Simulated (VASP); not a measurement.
Ti13Be3: single point with PBE

System: Ti13Be3.

```
CELL_PARAMETERS angstrom
6.14533 0.11573 -0.02475
0.11573 6.28303 -0.13496
-0.02475 -0.13496 6.34271
ATOMIC_POSITIONS crystal
Ti 0.28032 0.21244 0.06748
Ti 0.58483 0.97807 0.80277
Ti 0.36590 0.23158 0.55914
Ti 0.60845 0.95101 0.28409
Ti 0.87295 0.72486 0.04007
Ti 0.31790 0.75361 0.54059
Ti 0.59673 0.46611 0.31429
Ti 0.87689 0.26248 0.05798
Ti 0.09909 0.50164 0.32606
Ti 0.54776 0.46848 0.83136
Ti 0.15050 0.49868 0.82086
Ti 0.82855 0.20859 0.58909
Ti 0.86274 0.76149 0.60195
Be 0.27888 0.79022 0.11862
Be 0.13548 0.97171 0.83953
Be 0.07771 0.98736 0.31836
```

* Program: VASP 6.6.1
* Task: single point
* Functional: PBE
* Potentials or basis: VASP PAW PBE potentials, release 64 (Ti_sv, Be)
* Cutoff: 400 eV
* k mesh: 1 × 1 × 1, shifted
* Occupations: fermi-dirac, width 0.168 eV
* Spin: no spin polarisation

```
Pressure      : 5.2 GPa
Largest force : 2.680 eV/Å
```

Forces on the atoms (eV/Å):
```
Ti   2.113 -0.365  1.607
Ti  -1.201 -0.202  1.651
Ti  -1.170 -1.121 -1.013
Ti   0.107  0.193  0.523
Ti   0.567  0.735  0.070
Ti   0.479  0.870 -0.204
Ti  -0.357  0.857 -0.249
Ti  -0.968 -1.426 -0.284
Ti  -0.245 -0.050  0.313
Ti   1.374  1.234  0.651
Ti  -1.391  0.612  0.048
Ti   1.670  0.636 -0.453
Ti  -0.257 -0.929 -0.849
Be   0.546 -0.467 -0.793
Be  -0.693 -0.605 -0.938
Be  -0.573  0.027 -0.078
```

Stress tensor (GPa, compression positive):
```
 6.35 -0.12 -0.12
-0.12  2.65  2.98
-0.12  2.98  6.74
```

Levels at points of the mesh, in eV from the Fermi level:
```
           k point  band 77  band 78  band 79  band 80  band 81  band 82  band 83  band 84  band 85  band 86
(0.25, 0.25, 0.25)    -0.38    -0.31    -0.23    -0.19    -0.08     0.08     0.14     0.24     0.33     0.41
```

Run time: 2.3 min on 1 thread of Intel Xeon 8259CL (shared host), peak memory 0.24 GiB.

Caveat: the atoms stand as in a frame of molecular dynamics.
